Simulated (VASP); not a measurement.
# Mo (P1) in VASP: a series of runs

The runs below take Mo through single point, with PBE+D3(BJ).

Program: VASP 6.6.1. These are calculated values, not measurements. Logs are shortened: lines on timing, memory, paths and dates and some standing lists are left out, and cuts for length are marked.

## Step 1: The cell of the first run

The typed cell holds 16 atoms: a = 6.600 Å, b = 6.600 Å, c = 6.600 Å, α = 90.00°, β = 90.00°, γ = 90.00°.

## Step 2: Single point, PBE+D3(BJ)

File INCAR:

```
SYSTEM = Mo
ALGO     = Normal         ! electronic algorithm
EDIFF    = 1E-6           ! SCF threshold, eV
ENCUT    = 520            ! plane-wave cutoff, eV
GGA      = PE             ! functional
ISIF     = 2              ! what is computed and relaxed
ISMEAR   = -1             ! smearing method
IVDW     = 12             ! dispersion correction
LASPH    = .True.         ! aspherical terms in the spheres
LCHARG   = .True.         ! write CHGCAR
LELF     = .True.         ! ELF
LREAL    = Auto         
LVHAR    = .True.       
LWAVE    = .False.        ! write WAVECAR
NBANDS   = 126            ! bands
NELM     = 100            ! most SCF steps
PREC     = Accurate       ! precision mode
SIGMA    = 0.17           ! smearing width, eV
```

File KPOINTS:

```
k-points
0
Gamma
  2 2 2
  0 0 0
```

File POSCAR:

```
Mo
1.0
    6.6004440000      0.0000000000      0.0000000000
    0.0000000000      6.6004440000      0.0000000000
    0.0000000000      0.0000000000      6.6004440000
Mo
16
Direct
   -0.0124688582      0.0138324028      0.0041512359
    0.4850431274      0.0030452497     -0.0282708254
    0.0119385908      0.5448572854     -0.0140445097
    0.0107417016     -0.0443152006      0.4895579752
    0.2371658634      0.2408625844      0.2291361005
    0.4748013921      0.5159804401     -0.0030907012
    0.5258282625      0.0136657473      0.4902094465
    0.7607367020      0.2793599946      0.2268483757
    0.0102265848      0.5316763539      0.4757861744
    0.2397414477      0.7864622441      0.2433775667
    0.1889872863      0.2210608862      0.7216938739
    0.4879065711      0.4571965159      0.4962090429
    0.7086947484      0.7473133626      0.2374840238
    0.7578429572      0.2604673261      0.7458134635
    0.2659972572      0.7501313548      0.7427985148
    0.8083395602      0.7561764027      0.7149216022
```

Potentials or basis: VASP PAW PBE potentials, release 64 (Mo_sv).

Run with:

```bash
$ cat potpaw_PBE.64/Mo_sv/POTCAR > POTCAR
$ mpirun -np 1 vasp_std > vasp.out
```

OUTCAR:

```text
SYSTEM = Mo
   EDIFF = 1E-6
   ENCUT = 520
   GGA = PE
   ISIF = 2
   ISMEAR = -1
   IVDW = 12
   LASPH = .True.
   LREAL = Auto
   NELM = 100
   PREC = Accurate
 IVDW          = 12

 ion  position               nearest neighbor table
   1  0.988  0.014  0.004-  11 2.67   5 2.68   8 2.73  10 2.74  14 2.80  16 2.82  13 2.98  15 3.06
                             3 3.10   4 3.23   2 3.29   2 3.32   4 3.42
   2  0.485  0.003  0.972-  15 2.68  10 2.81   5 2.83  13 2.85  14 2.89  11 2.93   8 3.08  16 3.18
                             7 3.19   6 3.22   1 3.29   1 3.32   6 3.39   7 3.43
   3  0.012  0.545  0.986-  16 2.64  15 2.69  10 2.77   8 2.89  13 2.92   5 2.97  14 2.97  11 3.00
                             6 3.06   1 3.10   9 3.23   9 3.37
   4  0.011  0.956  0.490-  16 2.39  10 2.48  11 2.61  15 2.73   9 2.80  13 2.94   5 2.95  14 3.11
                             8 3.21   7 3.22   1 3.23   7 3.42   1 3.42
   5  0.237  0.241  0.229-   1 2.68  12 2.81   2 2.83   6 2.85   9 2.93   4 2.95   3 2.97   7 2.97
                            10 3.00   8 3.15  11 3.27  11 3.37   8 3.47
   6  0.475  0.516  0.997-  15 2.66  13 2.69   5 2.85  10 2.87   8 2.88  14 3.01   3 3.06   2 3.22
                            11 3.26  16 3.29  12 3.32  12 3.33   2 3.39
   7  0.526  0.014  0.490-  13 2.71  14 2.80  10 2.91   8 2.92  16 2.93  12 2.94  15 2.96   5 2.97
                            11 3.03   2 3.19   4 3.22   4 3.42   2 3.43
   8  0.761  0.279  0.227-   1 2.73  12 2.79   9 2.86   6 2.88   3 2.89   7 2.92   2 3.08  13 3.11
                             5 3.15  14 3.18   4 3.21  14 3.43   5 3.47
   9  0.010  0.532  0.476-  16 2.54  10 2.73   4 2.80  15 2.83   8 2.86  11 2.87  13 2.91   5 2.93
                            14 3.03  12 3.19   3 3.23   3 3.37  12 3.49
  10  0.240  0.786  0.243-   4 2.48   9 2.73   1 2.74   3 2.77   2 2.81   6 2.87   7 2.91   5 3.00
                            13 3.11  12 3.19  15 3.31  15 3.32
  11  0.189  0.221  0.722-   4 2.61   1 2.67  14 2.86   9 2.87  12 2.92   2 2.93   3 3.00   7 3.03
                            15 3.15   6 3.26   5 3.27   5 3.37
  12  0.488  0.457  0.496-  14 2.75   8 2.79   5 2.81  15 2.92  11 2.92   7 2.94  13 2.95  10 3.19
                             9 3.19  16 3.23   6 3.32   6 3.33   9 3.49
  13  0.709  0.747  0.237-   6 2.69   7 2.71   2 2.85   9 2.91   3 2.92   4 2.94  12 2.95   1 2.98
                            10 3.11   8 3.11  16 3.22
  14  0.758  0.260  0.746-  12 2.75   7 2.80   1 2.80  11 2.86   2 2.89   3 2.97   6 3.01   9 3.03
                             4 3.11   8 3.18  16 3.30  16 3.35   8 3.43
  15  0.266  0.750  0.743-   6 2.66   2 2.68   3 2.69   4 2.73   9 2.83  12 2.92   7 2.96  16 3.03
                             1 3.06  11 3.15  10 3.31  10 3.32
  16  0.808  0.756  0.715-   4 2.39   9 2.54   3 2.64   1 2.82   7 2.93  15 3.03   2 3.18  13 3.22
                            12 3.23   6 3.29  14 3.30  14 3.35

  LATTYP: Found a simple cubic cell.
 ALAT       =     6.6004440000

  Lattice vectors:

 A1 = (   6.6004440000,   0.0000000000,   0.0000000000)
 A2 = (   0.0000000000,   6.6004440000,   0.0000000000)
 A3 = (   0.0000000000,   0.0000000000,   6.6004440000)

Analysis of symmetry for initial positions (statically):
=====================================================================
 Subroutine PRICEL returns:
 Original cell was already a primitive cell.

 Routine SETGRP: Setting up the symmetry group for a
 simple cubic supercell.

 Subroutine GETGRP returns: Found  1 space group operations
 (whereof  1 operations were pure point group operations)
 out of a pool of 48 trial point group operations.

The static configuration has the point symmetry C_1 .

Analysis of symmetry for dynamics (positions and initial velocities):
=====================================================================
 Subroutine PRICEL returns:
 Original cell was already a primitive cell.

 Routine SETGRP: Setting up the symmetry group for a
 simple cubic supercell.

 Subroutine GETGRP returns: Found  1 space group operations
[... 43 lines left out ...]
   IALGO  =     38    algorithm
   IMIX   =      4    mixing-type and parameters
     AMIX     =   0.40;   BMIX     =  1.00
     AMIX_MAG =   1.60;   BMIX_MAG =  1.00
  volume/ion in A,a.u.               =      17.97       121.28
  Fermi-wavevector in a.u.,A,eV,Ry     =   1.506322  2.846535 30.871682  2.269005
  Thomas-Fermi vector in A             =   2.617054
   LORBIT       =      0    0 simple, 1 ext, 2 COOP (PROOUT), +10 PAW based schemes
   GGA     = PE    functional components
   LHFCALC =     F    Hartree Fock is set to
   AEXX    =    0.0000 exact exchange contribution
   IVDW    =    12    specifies the selected vdW correction
   LEPSILON=     F    determine dielectric tensor
   LRPA    =     F    only Hartree local field effects (RPA)
 non-spin polarized calculation
  energy-cutoff  :      520.00
  volume of cell :      287.55
 maximum number of plane-waves:      7809
 NGX is ok and might be reduce to    50
   NGX = 25   NGY = 25   NGZ = 25

 number of electron     224.0000000 magnetization

 Free energy of the ion-electron system (eV)
  ---------------------------------------------------
  ext. energy  EPLUGINS =         0.00000000
  ---------------------------------------------------
  free energy    TOTEN  =      -169.45966530 eV

  energy without entropy =     -168.16643850  energy(sigma->0) =     -168.81305190

 E-fermi :  10.3111     XC(G=0): -12.5705

 val. band max:       10.3046374605   @ k =   0.0000   0.5000   0.0000
 cond. band min:      10.3154073130   @ k =   0.5000   0.5000   0.0000
 fundamental gap:      0.0107698525
 Fermi energy:        10.3111091813

 k-point     1 :       0.0000    0.0000    0.0000
  band No.  band energies     occupation
      1     -50.7586      2.00000
      2     -50.6490      2.00000
      3     -50.6366      2.00000
      4     -50.6284      2.00000
      5     -50.6143      2.00000
      6     -50.6011      2.00000
[... 116 lines left out ...]
    123      11.6825      0.00063
    124      11.7585      0.00040

 k-point     2 :       0.5000    0.0000    0.0000
  band No.  band energies     occupation
      1     -50.7332      2.00000
      2     -50.6970      2.00000
      3     -50.6307      2.00000
      4     -50.6238      2.00000
      5     -50.6158      2.00000
      6     -50.5998      2.00000
[... 878 lines left out ...]
    123      11.7766      0.00036
    124      11.8403      0.00025
 [bands above 124 left out]

------------------------ aborting loop because EDIFF is reached ----------------------------------------

 Edisp (eV)   -9.88039

 E8    (eV) :    -4.6466

  FORCE on cell =-STRESS in cart. coord.  units (eV):
  Direction    XX          YY          ZZ          XY          YZ          ZX
  --------------------------------------------------------------------------------------
  -------------------------------------------------------------------------------------
  Total     -43.82114   -40.42900   -45.42610    -2.25916     0.17664    -1.90406
  in kB    -244.16019  -225.26002  -253.10258   -12.58747     0.98420   -10.60896
  external pressure =     -240.84 kB  Pullay stress =        0.00 kB

 VOLUME and BASIS-vectors are now :
 -----------------------------------------------------------------------------
  energy-cutoff  :      520.00
  volume of cell :      287.55
      direct lattice vectors                 reciprocal lattice vectors
     6.600444000  0.000000000  0.000000000     0.151504959  0.000000000  0.000000000
     0.000000000  6.600444000  0.000000000     0.000000000  0.151504959  0.000000000
     0.000000000  0.000000000  6.600444000     0.000000000  0.000000000  0.151504959

 POSITION                                       TOTAL-FORCE (eV/Angst)
 -----------------------------------------------------------------------------------
      6.51814      0.09130      0.02740        -0.164254      0.292531     -0.472229
      3.20150      0.02010      6.41384         0.462033      0.431601      0.497551
      0.07880      3.59630      6.50774        -0.730824     -1.482751      0.226183
      0.07090      6.30794      3.23130        -0.389862      3.936379     -0.631514
      1.56540      1.58980      1.51240         0.530245      1.168118      0.112073
      3.13390      3.40570      6.58004         1.050223     -0.521790     -0.239141
[... 8 lines left out ...]
      1.75570      4.95120      4.90280         0.522749     -0.076005     -0.142774
      5.33540      4.99110      4.71880        -3.200353     -0.679662      1.570089
 -----------------------------------------------------------------------------------
    total drift:                                0.001778      0.001476      0.000690

  FREE ENERGIE OF THE ION-ELECTRON SYSTEM (eV)
  ---------------------------------------------------
  free  energy   TOTEN  =      -179.3400506285 eV

  energy  without entropy=     -178.0468238280  energy(sigma->0) =     -178.69343723
```

Wall time 7.1 min (1 thread of Intel Xeon Platinum 8488C (Sapphire Rapids), shared host); peak memory 0.45 GiB.

What came out:

- Free energy: -179.3401 eV
- Pressure: -24.1 GPa
- Largest force: 4.006 eV/Å
- Band gap on the k mesh: zero (bands 112 and 113 overlap by 0.36 eV)
- Dispersion energy per atom: -0.618 eV

Forces on the atoms (eV/Å):
```
Mo  -0.164  0.293 -0.472
Mo   0.462  0.432  0.498
Mo  -0.731 -1.483  0.226
Mo  -0.390  3.936 -0.632
Mo   0.530  1.168  0.112
Mo   1.050 -0.522 -0.239
Mo  -0.633 -0.497 -0.271
Mo  -0.567 -0.867  0.396
Mo  -0.357 -2.494 -0.124
Mo   0.959 -2.192 -0.767
Mo   2.279  1.221  0.695
Mo   0.206  1.439 -0.138
Mo   0.775  0.465 -0.423
Mo  -0.742 -0.143 -0.288
Mo   0.523 -0.076 -0.143
Mo  -3.200 -0.680  1.570
```

Levels at points of the mesh, in eV from the Fermi level:
| k point | band 109 | band 110 | band 111 | band 112 | band 113 | band 114 | band 115 | band 116 |
| --- | --- | --- | --- | --- | --- | --- | --- | --- |
| (0.00, 0.00, 0.00) | -0.22 | -0.15 | 0.10 | 0.24 | 0.53 | 0.71 | 0.90 | 0.94 |
| (0.50, 0.00, 0.00) | -0.44 | -0.31 | -0.16 | -0.06 | 0.01 | 0.21 | 0.36 | 0.43 |
| (0.00, 0.50, 0.00) | -0.34 | -0.27 | -0.22 | -0.17 | -0.01 | 0.18 | 0.32 | 0.40 |
| (0.00, 0.00, 0.50) | -0.39 | -0.29 | -0.14 | -0.09 | 0.15 | 0.22 | 0.32 | 0.50 |
| (0.50, 0.50, 0.00) | -0.55 | -0.51 | -0.38 | -0.21 | -0.02 | 0.00 | 0.27 | 0.40 |
| (0.00, 0.50, 0.50) | -0.56 | -0.51 | -0.39 | -0.31 | 0.04 | 0.24 | 0.42 | 0.49 |
| (0.50, 0.00, 0.50) | -0.65 | -0.48 | -0.32 | -0.24 | -0.12 | 0.10 | 0.31 | 0.42 |
| (0.50, 0.50, 0.50) | -1.33 | -1.24 | -1.04 | -1.02 | 0.39 | 0.71 | 0.77 | 0.83 |

Caveat: the k points lie up to 0.48 Å⁻¹ apart; forces of over 1 eV/Å act on the atoms, so gaps and moduli don't describe the material at rest.

## Step 3: Single point, PBE+D3(BJ)

File INCAR:

```
  PREC = Accurate
  ENCUT = 520
  EDIFF = 1E-6
  ISMEAR = -1
  SIGMA = 0.17
  LREAL = Auto
  LASPH = T
  NELM = 60
  ALGO = Normal
  ISIF = 2
  LWAVE = F
  LCHARG = F
  GGA = PE
  IVDW = 12
  NBANDS = 126
```

File KPOINTS:

```
regular mesh
0
Gamma
  2 2 2
```

File POSCAR:

```
Mo
1.0
    6.6004440000      0.0000000000      0.0000000000
    0.0000000000      6.6004440000      0.0000000000
    0.0000000000      0.0000000000      6.6004440000
Mo
16
Direct
   -0.0427243985      0.0102265848     -0.0201047081
    0.4558026702      0.0105750462     -0.0087569867
   -0.0194986883      0.4616962132     -0.0429516560
   -0.0033937111     -0.0029846477      0.4578479872
    0.2698757841      0.2845111632      0.2353629544
    0.4776193844      0.4928607833     -0.0080903648
    0.5084657941     -0.0222257775      0.4694532671
    0.7610245614      0.2529375297      0.2544222783
    0.0243922985      0.4927395793      0.4834977768
    0.2485741868      0.7372988847      0.2482105749
    0.2369689069      0.2210911872      0.7345717955
    0.4839522917      0.4070029228      0.5222224444
    0.7624335575      0.7803868952      0.1635496036
    0.7210878541      0.2326964671      0.6986954211
    0.2596643499      0.7700542570      0.7276631693
    0.7518130598      0.7688876688      0.7129217368
```

Potentials or basis: VASP PAW PBE potentials, release 64 (Mo_sv).

Run with:

```bash
$ cat potpaw_PBE.64/Mo_sv/POTCAR > POTCAR
$ mpirun -np 1 vasp_std > vasp.out
```

Wall time 7.8 min (1 thread of Intel Xeon Platinum 8488C (Sapphire Rapids), shared host); peak memory 0.45 GiB.

It converged, with:

```yaml
Free_energy: -178.3054 eV
Pressure: -20.4 GPa
Largest_force: 5.470 eV/Å
Band_gap_on_the_k_mesh: zero (bands 112 and 113 overlap by 0.40 eV)
Dispersion_energy_per_atom: -0.618 eV
```

Forces on the atoms (eV/Å):
```
Mo   1.871  0.110 -0.944
Mo   1.229 -1.130 -0.516
Mo   0.160  1.641  0.613
Mo   0.145 -0.605  0.815
Mo  -1.884 -2.425 -0.910
Mo   0.643  0.834 -0.676
Mo  -0.709 -0.918  0.049
Mo  -0.107  0.047 -1.714
Mo  -0.977  0.658 -0.230
Mo  -0.204  0.842 -0.897
Mo  -0.754  0.631  0.477
Mo  -0.200  5.190 -1.714
Mo  -1.146 -1.817  2.435
Mo   2.379 -0.982  3.103
Mo  -0.450 -1.059  0.172
Mo   0.003 -1.017 -0.062
```

Stress tensor (GPa, compression positive):
```
-21.65  -0.05   1.00
 -0.05 -19.13  -1.67
  1.00  -1.67 -20.45
```

Levels at points of the mesh, in eV from the Fermi level:
```
           k point  band 108  band 109  band 110  band 111  band 112  band 113  band 114  band 115  band 116  band 117
(0.00, 0.00, 0.00)     -0.15     -0.09     -0.02      0.05      0.23      0.31      0.73      0.80      0.84      1.00
(0.50, 0.00, 0.00)     -0.49     -0.31     -0.28     -0.17      0.02      0.10      0.16      0.23      0.62      0.65
(0.00, 0.50, 0.00)     -0.45     -0.41     -0.29     -0.24     -0.01      0.11      0.28      0.48      0.56      0.69
(0.00, 0.00, 0.50)     -0.44     -0.30     -0.24     -0.09      0.00      0.03      0.12      0.50      0.55      0.63
(0.50, 0.50, 0.00)     -0.87     -0.56     -0.48     -0.47     -0.27     -0.13     -0.03      0.16      0.48      0.59
(0.00, 0.50, 0.50)     -0.71     -0.56     -0.47     -0.37     -0.31     -0.17     -0.03      0.16      0.31      0.50
(0.50, 0.00, 0.50)     -0.73     -0.54     -0.43     -0.31     -0.17     -0.07      0.03      0.20      0.32      0.53
(0.50, 0.50, 0.50)     -1.37     -1.23     -1.16     -1.04     -0.87      0.30      0.56      0.59      0.76      0.91
```

Caveat: the k points lie up to 0.48 Å⁻¹ apart; forces of over 1 eV/Å act on the atoms, so gaps and moduli don't describe the material at rest.

## Step 4: Single point, PBE+D3(BJ)

File INCAR:

```
SYSTEM = Mo
PREC = Accurate
ENCUT = 520
EDIFF = 1E-6
ISMEAR = -1
SIGMA = 0.17
LREAL = Auto
LASPH = .True.
NELM = 80
ALGO = Normal
ISIF = 2
LWAVE = .False.
LCHARG = .True.
GGA = PE
IVDW = 12
LELF = .True.
LVHAR = .True.
NBANDS = 126
```

File KPOINTS:

```
Automatic mesh
0
Gamma
  2 2 2
  0 0 0
```

File POSCAR:

```
Mo
1.0
    6.6004440000      0.0000000000      0.0000000000
    0.0000000000      6.6004440000      0.0000000000
    0.0000000000      0.0000000000      6.6004440000
Mo
16
Direct
   -0.0040300319     -0.0584203123     -0.0712982339
    0.5147684004     -0.0144081216     -0.0551781062
   -0.0064692618      0.4575298268     -0.0178321337
   -0.0348309902      0.0373762735      0.4297741182
    0.2653306353      0.2258484429      0.2493468621
    0.4797253033      0.5087536535     -0.0453908858
    0.4618628686     -0.0294980156      0.4851037294
    0.7368746709      0.2240909854      0.2258938944
   -0.0117113334      0.5516598580      0.4260167952
    0.2042892872      0.7809474635      0.1833513018
    0.2699212356      0.2256363360      0.6937412089
    0.5308582271      0.5232375277      0.4649535698
    0.7432833306      0.7449650357      0.2471500402
    0.7736752255      0.1932597262      0.7299357437
    0.2294845619      0.7078917721      0.7417682810
    0.7641001121      0.7274510624      0.6873476996
```

Run with:

```bash
$ cat potpaw_PBE.64/Mo_sv/POTCAR > POTCAR
$ mpirun -np 1 vasp_std > vasp.out
```

It took 16 min on 1 thread of Oxide Virtual Turin-like, shared host; peak memory 0.41 GiB.

The run converged. Its results:

```yaml
Free_energy: -177.4930 eV
Pressure: -18.9 GPa
Largest_force: 3.715 eV/Å
Band_gap_on_the_k_mesh: zero (bands 112 and 113 overlap by 0.20 eV)
Dispersion_energy_per_atom: -0.618 eV
```

Forces in eV/Å, atoms in the order of the input:
```
Mo  -0.427  2.532  1.169
Mo  -0.734  0.239  0.701
Mo   0.029  0.135 -0.927
Mo   2.074 -2.146  1.804
Mo   0.009  0.776 -1.743
Mo   0.605 -0.836  0.431
Mo   0.877  0.947 -1.033
Mo  -0.777  1.581 -1.534
Mo   1.275 -2.653  1.431
Mo   2.020 -1.818  1.321
Mo  -0.618  0.240  1.217
Mo  -1.950 -1.858  0.125
Mo  -1.142  0.571 -3.489
Mo  -1.449  2.196 -0.209
Mo   1.169  0.272 -1.542
Mo  -0.961 -0.178  2.278
```

Stress tensor (GPa, compression positive):
```
-19.76  -1.75   1.06
 -1.75 -20.18   0.09
  1.06   0.09 -16.79
```

Levels at points of the mesh, in eV from the Fermi level:
| k point | band 108 | band 109 | band 110 | band 111 | band 112 | band 113 | band 114 | band 115 | band 116 | band 117 |
| --- | --- | --- | --- | --- | --- | --- | --- | --- | --- | --- |
| (0.00, 0.00, 0.00) | -0.30 | -0.23 | -0.06 | -0.01 | 0.12 | 0.42 | 0.62 | 0.77 | 0.94 | 1.01 |
| (0.50, 0.00, 0.00) | -0.46 | -0.33 | -0.33 | -0.19 | -0.08 | 0.05 | 0.11 | 0.33 | 0.35 | 0.62 |
| (0.00, 0.50, 0.00) | -0.52 | -0.33 | -0.29 | -0.06 | 0.03 | 0.13 | 0.25 | 0.31 | 0.36 | 0.58 |
| (0.00, 0.00, 0.50) | -0.39 | -0.33 | -0.32 | -0.07 | 0.02 | 0.12 | 0.21 | 0.32 | 0.48 | 0.65 |
| (0.50, 0.50, 0.00) | -0.77 | -0.63 | -0.42 | -0.28 | -0.14 | -0.01 | 0.05 | 0.15 | 0.17 | 0.56 |
| (0.00, 0.50, 0.50) | -0.66 | -0.57 | -0.45 | -0.33 | -0.24 | -0.04 | 0.04 | 0.11 | 0.43 | 0.55 |
| (0.50, 0.00, 0.50) | -0.76 | -0.56 | -0.47 | -0.34 | -0.17 | -0.09 | 0.08 | 0.23 | 0.33 | 0.47 |
| (0.50, 0.50, 0.50) | -1.27 | -1.13 | -1.04 | -1.00 | -0.93 | 0.30 | 0.62 | 0.66 | 0.79 | 0.85 |

Caveat: the k points lie up to 0.48 Å⁻¹ apart; forces of over 1 eV/Å act on the atoms, so gaps and moduli don't describe the material at rest.

## Step 5: Overview

| cell | gap on the mesh (eV) | pressure (GPa) | largest force (eV/Å) |
| --- | --- | --- | --- |
| as given, atomic positions A | none | -24.1 | 4.01 |
| as given, atomic positions B | none | -20.4 | 5.47 |
| as given, atomic positions C | none | -18.9 | 3.72 |

Alike in all rows: task single point; level PBE+D3(BJ); potentials or basis VASP PAW PBE potentials, release 64 (Mo_sv); no spin polarisation; k mesh 2 × 2 × 2; cutoff (eV) 520; smearing fermi-dirac 0.17 eV.

Caveats: all runs use coarse meshes; forces of over 1 eV/Å act on the atoms, so gaps and moduli don't describe the material at rest.

Total energies depend on the potentials used, so only differences within one code and one set of settings carry meaning.

The gap in the log of VASP goes by the Fermi energy; the results here count the filled bands.